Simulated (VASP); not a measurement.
Input of a VASP 6.6.1 run:

File INCAR:

```
PREC = Accurate
ENCUT = 520
EDIFF = 1E-6
ISMEAR = 0
SIGMA = 0.05
LREAL = False
LASPH = True
NELM = 60
ALGO = Normal
ISIF = 2
LWAVE = False
LCHARG = True
GGA = PS
LELF = True
LVHAR = True
NBANDS = 26
```

Contents of KPOINTS:

```
regular mesh
0
Gamma
  8 8 3
```

Contents of POSCAR:

```
AlN
1.0
   -3.1135599822      0.0000000000      0.0000000000
   -1.5567799911     -2.6964220408      0.0000000000
    0.0000000000      0.0000000000     13.1667009506
Al N
4 4
Direct
    0.3333333333      0.3333333333      0.6846765534
    0.3333333333      0.3333333333      0.3061952243
    0.6666666667      0.6666666667      0.1169545598
    0.6666666667      0.6666666667      0.4954358889
    0.3333333333      0.3333333333      0.0722861048
    0.3333333333      0.3333333333      0.4507674338
    0.6666666667      0.6666666667      0.2615267693
    0.6666666667      0.6666666667      0.6400080984
```

Potentials or basis: VASP PAW PBE potentials, release 64 (Al, N).

Run with:

```bash
$ cat potpaw_PBE.64/Al/POTCAR potpaw_PBE.64/N/POTCAR > POTCAR
$ mpirun -np 1 vasp_std > vasp.out
```

**Question.** Estimate the largest force.

**Answer.** 2.054 eV/Å.

**Question.** What does it give for the band gap on the k mesh?

**Answer.** Zero (band 16 reaches 4.65 eV, above the bottom of band 17 at 4.45 eV).

**Question.** Predict the pressure.

**Answer.** -1.2 GPa.

Forces in eV/Å, atoms in the order of the input:
```
Al   0.000  0.000 -0.315
Al   0.000  0.000 -1.314
Al   0.000  0.000 -2.054
Al   0.000  0.000 -1.388
N    0.000  0.000  1.532
N    0.000  0.000  1.205
N    0.000  0.000  1.345
N    0.000  0.000  0.988
```

Caveat: the PAW data sets were made with another functional, which shifts forces and pressure a little.
